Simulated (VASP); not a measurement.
# As (R-3m) in VASP: notebook, part 2 of 2

VASP 6.6.1.

## 3. Single point, r2SCAN (29.18 Å³/atom)

This run uses another cell than the first one, of 29.18 Å³/atom.

POSCAR

```
As
1.0
    1.7944840584      1.0360458541      5.2316436640
   -1.7944840584      1.0360458541      5.2316436640
    0.0000000000     -2.0720917083      5.2316436640
As
2
Direct
    0.7898053310      0.7898053310      0.7898053310
    0.2101946690      0.2101946690      0.2101946690
```

INCAR.step1

```
SYSTEM = As
  ALGO = Normal
  EDIFF = 1E-5
  ENCUT = 660
  GGA = PE
  GGA_COMPAT = .False.
  ISMEAR = 0
  LASPH = .True.
  LCHARG = .False.
  LREAL = .False.
  LWAVE = .True.
  NBANDS = 22
  NELM = 120
  PREC = Accurate
  SIGMA = 0.02
```

INCAR.step2

```
SYSTEM = As
  ALGO = Normal
  EDIFF = 1E-6
  ENCUT = 660
  GGA_COMPAT = .False.
  ISIF = 2
  ISMEAR = 0
  ISTART = 1
  LASPH = .True.
  LCHARG = .False.
  LMIXTAU = .True.
  LREAL = .False.
  LWAVE = .False.
  METAGGA = R2SCAN
  NBANDS = 22
  NELM = 120
  PREC = Accurate
  SIGMA = 0.02
```

KPOINTS

```
k-points
0
Gamma
  9 9 9
  0 0 0
```

Potentials or basis: VASP PAW PBE potentials, release 64 (As_d).

Run with:

```bash
$ cat potpaw_PBE.64/As_d/POTCAR > POTCAR
$ cp INCAR.step1 INCAR
$ mpirun -np 1 vasp_std > vasp.out
$ cp INCAR.step2 INCAR
$ mpirun -np 1 vasp_std > vasp.out
```

It took 7.7 min on 1 thread of Intel Xeon 6975P-C (Granite Rapids), shared host; peak memory 0.42 GiB.

Results (log left out):

```yaml
Free_energy: -29.4852 eV
Pressure: -0.1 GPa
Largest_force: 0.032 eV/Å
Band_gap_on_the_k_mesh: 0.86 eV (least direct gap 1.55 eV)
```

Forces in eV/Å, atoms in the order of the input:
```
As   0.000  0.000 -0.032
As   0.000  0.000  0.032
```

Levels at points of the mesh, in eV from the valence-band top:
| k point | band 11 | band 12 | band 13 | band 14 | band 15 | band 16 | band 17 | band 18 | band 19 | band 20 |
| --- | --- | --- | --- | --- | --- | --- | --- | --- | --- | --- |
| (0.00, 0.00, 0.00) | -14.84 | -7.66 | -1.99 | -0.72 | -0.72 | 2.10 | 3.17 | 3.17 | 8.45 | 9.99 |

Caveat: the PAW data sets were made with another functional, which shifts forces and pressure a little; an odd mesh through Γ misses points on the zone boundary, where band edges can lie.

## 4. Single point, r2SCAN (27.48 Å³/atom)

This run uses another cell than the first one, of 27.48 Å³/atom.

POSCAR

```
As
1.0
    1.7948117217      1.0362350307      4.9250889673
   -1.7948117217      1.0362350307      4.9250889673
    0.0000000000     -2.0724700614      4.9250889673
As
2
Direct
    0.7872072560      0.7872072560      0.7872072560
    0.2127927440      0.2127927440      0.2127927440
```

INCAR.step1

```
PREC = Accurate
ENCUT = 660
ISMEAR = 0
SIGMA = 0.02
LREAL = False
LASPH = True
NELM = 120
NBANDS = 22
GGA = PE
ALGO = Normal
EDIFF = 1E-5
LWAVE = True
LCHARG = False
GGA_COMPAT = False
```

INCAR.step2

```
PREC = Accurate
ENCUT = 660
EDIFF = 1E-6
ISMEAR = 0
SIGMA = 0.02
LREAL = False
LASPH = True
NELM = 120
ALGO = Normal
ISIF = 2
LWAVE = False
LCHARG = True
METAGGA = R2SCAN
LMIXTAU = True
LELF = True
LVHAR = True
NBANDS = 22
ISTART = 1
GGA_COMPAT = False
```

KPOINTS

```
regular mesh
0
Gamma
  9 9 9
```

Potentials or basis: VASP PAW PBE potentials, release 64 (As_d).

Run with:

```bash
$ cat potpaw_PBE.64/As_d/POTCAR > POTCAR
$ cp INCAR.step1 INCAR
$ mpirun -np 1 vasp_std > vasp.out
$ cp INCAR.step2 INCAR
$ mpirun -np 1 vasp_std > vasp.out
```

OUTCAR:

```text
PREC = Accurate
   ENCUT = 660
   EDIFF = 1E-6
   ISMEAR = 0
   LREAL = False
   LASPH = True
   NELM = 120
   ISIF = 2
   METAGGA = R2SCAN
   ISTART = 1

 ion  position               nearest neighbor table
   1  0.787  0.787  0.787-   2 2.48   2 2.48   2 2.48
   2  0.213  0.213  0.213-   1 2.48   1 2.48   1 2.48

  LATTYP: Found a trigonal (rhomboedric) cell.
 ALAT       =     5.3433728572
 COS(alpha) =     0.7743492247

  Lattice vectors:

[... 785 lines left out ...]

 [... further k-points ...]

------------------------ aborting loop because EDIFF is reached ----------------------------------------

  FORCE on cell =-STRESS in cart. coord.  units (eV):
  Direction    XX          YY          ZZ          XY          YZ          ZX
  --------------------------------------------------------------------------------------
  -------------------------------------------------------------------------------------
  Total        0.1129675      0.1129675      0.1301615      0.0000000      0.0000000      0.0000000
  in kB        3.2932270      3.2932270      3.7944670      0.0000000      0.0000000      0.0000000
  external PRESSURE =       3.4603070 kB  Pullay stress =       0.0000000 kB

 VOLUME and BASIS-vectors are now :
 -----------------------------------------------------------------------------
  energy-cutoff  :      660.00
  volume of cell :       54.96
      direct lattice vectors                 reciprocal lattice vectors
     1.794811722  1.036235031  4.925088967     0.278580752  0.160838672  0.067680672
    -1.794811722  1.036235031  4.925088967    -0.278580752  0.160838672  0.067680672
     0.000000000 -2.072470061  4.925088967     0.000000000 -0.321677345  0.067680672

 POSITION                                       TOTAL-FORCE (eV/Angst)
 -----------------------------------------------------------------------------------
      0.00000      0.00000     11.63120         0.000000      0.000000     -0.041239
      0.00000      0.00000      3.14407         0.000000     -0.000000      0.041239
 -----------------------------------------------------------------------------------
    total drift:                               -0.000000     -0.000000      0.000000

  FREE ENERGIE OF THE ION-ELECTRON SYSTEM (eV)
  ---------------------------------------------------
  free  energy   TOTEN  =       -29.4841283436 eV

  energy  without entropy=      -29.4841283436  energy(sigma->0) =      -29.48412834
```

Run time: 9.6 min. Hardware: 1 thread of Intel Xeon Platinum 8488C (Sapphire Rapids), shared host; peak memory 0.41 GiB.

Results:

```yaml
Free_energy: -29.4841 eV
Pressure: 0.3 GPa
Largest_force: 0.041 eV/Å
```

Forces in eV/Å, atoms in the order of the input:
```
As   0.000  0.000 -0.041
As   0.000  0.000  0.041
```

Caveat: the PAW data sets were made with another functional, which shifts forces and pressure a little.

## 5. Overview

| cell | pressure (GPa) | largest force (eV/Å) |
| --- | --- | --- |
| a = 5.197 Å, angles 40.4°, 2 atoms, atomic positions A | 0.6 | 0.04 |
| a = 5.627 Å, angles 37.2°, 2 atoms, atomic positions B | -0.1 | 0.03 |
| a = 5.343 Å, angles 39.3°, 2 atoms, atomic positions C | 0.3 | 0.04 |

Alike in all rows: task single point; level r2SCAN; potentials or basis VASP PAW PBE potentials, release 64 (As_d); no spin polarisation; k mesh 9 × 9 × 9; cutoff (eV) 660; smearing gaussian 0.02 eV.

Caveats: the PAW data sets were made with another functional, which shifts forces and pressure a little; an odd mesh through Γ misses points on the zone boundary, where band edges can lie (at least some runs).

Total energies depend on the potentials used, so only differences within one code and one set of settings carry meaning.
